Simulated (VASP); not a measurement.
A run of VASP 6.6.1 is set up as follows.

INCAR

```
PREC = Accurate
ENCUT = 600
EDIFF = 1E-7
ISMEAR = 0
SIGMA = 0.1
LREAL = False
LASPH = True
NELM = 80
ALGO = Normal
ISIF = 3
LWAVE = False
LCHARG = False
GGA = PE
IBRION = 2
NSW = 90
EDIFFG = -0.04
```

The input KPOINTS:

```
regular mesh
0
Gamma
  4 4 4
```

Contents of POSCAR:

```
Zr
1.0
    4.2413265000      0.0000000000      0.0000000000
    0.0000000000      4.2413265000      0.0000000000
    0.0000000000      0.0000000000      4.2413265000
Zr
3
Direct
    0.5000000000      0.0000000000      0.0000000000
    0.0000000000      0.5000000000      0.0000000000
    0.0000000000      0.0000000000      0.5000000000
```

Potentials or basis: VASP PAW PBE potentials, release 64 (Zr_sv).

Run with:

```bash
$ cat potpaw_PBE.64/Zr_sv/POTCAR > POTCAR
$ mpirun -np 1 vasp_std > vasp.out
```

Predict the band gap on the k mesh.

zero (bands 18 and 19 overlap by 2.41 eV).

Predict the relaxed volume.

26.33 Å³/atom.

What does it give for the space group after relaxing (to 0.1 Å)?

Pm-3m (No. 221).

The path:
```tsv
step	energy change (eV)	largest force (eV/Å)	pressure (GPa)	volume (Å³)
1	0.0000	0.0000	2.36	76.30
2	-0.0135	0.0000	-1.18	80.52
3	-0.0193	0.0000	0.00	78.98
```

Caveat: the k points lie up to 0.37 Å⁻¹ apart in the final cell, too coarse for converged energies and pressures of a metal.
